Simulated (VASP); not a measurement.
TiAl: single point with PBE

The system is TiAl.

```
CELL_PARAMETERS angstrom
2.88217 0.00000 0.00000
-1.44108 2.49603 0.00000
0.00000 0.00000 4.64658
ATOMIC_POSITIONS crystal
Ti 0.00000 0.00000 0.00000
Al 0.33333 0.66667 0.50000
```

- Program: VASP 6.6.1
- Task: single point
- Functional: PBE
- Potentials or basis: VASP PAW PBE potentials, release 64 (Ti_sv, Al)
- Cutoff: 520 eV
- k mesh: 24 × 24 × 12
- Occupations: gaussian, width 0.1 eV
- Spin: collinear spin
- Starting moments: [0.42, 0.0] μB

* Pressure: 0.0 GPa
* Net moment: 0.17 μB per cell
* Site moments: Ti +0.10; Al +0.00 μB
* Valence electrons inside the program's atomic spheres: Ti 10.24; Al 0.80

Levels at points of the mesh, in eV from the Fermi level:
Spin up:
```
           k point  band 4  band 5  band 6  band 7  band 8  band 9  band 10  band 11  band 12  band 13
(0.00, 0.00, 0.00)  -32.51   -8.90   -2.31   -1.76    1.20    1.20     2.69     2.69     3.98    12.74
(0.50, 0.00, 0.00)  -32.63   -3.73   -2.86   -1.53   -1.02    2.03     3.82     3.99     4.17     5.33
(0.00, 0.00, 0.50)  -32.51   -7.98   -5.29   -0.42    1.22    1.22     2.61     2.61     6.93    11.06
(0.50, 0.00, 0.50)  -32.63   -3.67   -2.40   -1.86    0.44    0.92     1.82     2.99     3.82     6.41
```
Spin down:
| k point | band 4 | band 5 | band 6 | band 7 | band 8 | band 9 | band 10 | band 11 |
| --- | --- | --- | --- | --- | --- | --- | --- | --- |
| (0.00, 0.00, 0.00) | -32.41 | -8.87 | -2.17 | -1.71 | 1.32 | 1.32 | 2.75 | 2.75 |
| (0.50, 0.00, 0.00) | -32.54 | -3.68 | -2.83 | -1.47 | -0.89 | 2.09 | 3.93 | 4.09 |
| (0.00, 0.00, 0.50) | -32.41 | -7.96 | -5.19 | -0.31 | 1.34 | 1.34 | 2.67 | 2.67 |
| (0.50, 0.00, 0.50) | -32.54 | -3.63 | -2.37 | -1.75 | 0.56 | 1.01 | 1.88 | 3.02 |

Run time: 29 min on 1 thread of AMD EPYC 7R43 64-Core Processor (Zen 3), with other jobs on the host, peak memory 0.43 GiB.

Caveat: a moment this small can come from the mesh or the smearing.
